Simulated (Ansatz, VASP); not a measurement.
**One calculation of BeNi3C, two programs**

INCAR

```
PREC = Accurate
ENCUT = 600
EDIFF = 1E-6
ISMEAR = 0
SIGMA = 0.1
LREAL = F
LASPH = T
NELM = 80
ALGO = Normal
ISIF = 3
LWAVE = F
LCHARG = F
GGA = PE
IBRION = 2
NSW = 90
EDIFFG = -0.04
```

KPOINTS

```
regular mesh
0
Gamma
  6 6 6
```

File POSCAR:

```
BeNi3C
1.0
    3.4767020045      0.0000000000      0.0000000000
    0.0000000000      3.4767020045      0.0000000000
    0.0000000000      0.0000000000      3.4767020045
Be Ni C
1 3 1
Direct
    0.0000000000      0.0000000000      0.0000000000
    0.0000000000      0.5000000000      0.5000000000
    0.5000000000      0.0000000000      0.5000000000
    0.5000000000      0.5000000000      0.0000000000
    0.5000000000      0.5000000000      0.5000000000
```

Input for Ansatz:

```yaml
crystal:
  lattice:
    - [3.4767020045, 0.0, 0.0]
    - [0.0, 3.4767020045, 0.0]
    - [0.0, 0.0, 3.4767020045]
  atoms:
    - { symbol: Be, position: [0.0, 0.0, 0.0] }
    - { symbol: Ni, position: [0.0, 0.5, 0.5] }
    - { symbol: Ni, position: [0.5, 0.0, 0.5] }
    - { symbol: Ni, position: [0.5, 0.5, 0.0] }
    - { symbol: C, position: [0.5, 0.5, 0.5] }
basis:
  ecutwfc: 420
kpoints:
  mp_grid: { grid: [6, 6, 6] }
hamiltonian:
  xc: pbe
scf:
  occupations: { method: gaussian, width: 0.1 }
  lower_state_search: "off"
output:
  forces: true
  stress: true
  eigenvalues: true
relax:
  adjacent_minimum: "off"
  f_tol: 0.04
  max_steps: 70
  cell: { stress_tol: 0.4 }
```

Alike in both runs: task relaxation of cell and atoms; functional PBE; k mesh 6 × 6 × 6; occupations gaussian, width 0.1 eV; no spin polarisation.

|  | VASP | Ansatz |
| --- | --- | --- |
| version | VASP 6.6.1 | Ansatz 0.2.0 |
| potentials or method | VASP PAW PBE potentials, release 64 (Be, Ni, C), cutoff 600 eV | scalar-relativistic, plane waves, PAW |
| valence electrons in the cell | 36 | 60 |

```tsv
	VASP	Ansatz	Ansatz less VASP
gap on the k mesh at the Fermi level, each at its own relaxed structure (eV)	none	none	-
relaxed volume (Å³/atom)	10.12	10.09	-0.029
relaxed cell length with the largest relative difference (Å)	3.699	3.695	-0.0035
```

A gap of «none» marks a metal or a gap that the smearing closes. VASP's potentials hold 36 valence electrons a cell and Ansatz's 60, so a difference there can come from the potentials and not from the codes.

Noted on VASP's run: the volume moved by over 15 % at a fixed basis, so the end points are rough.
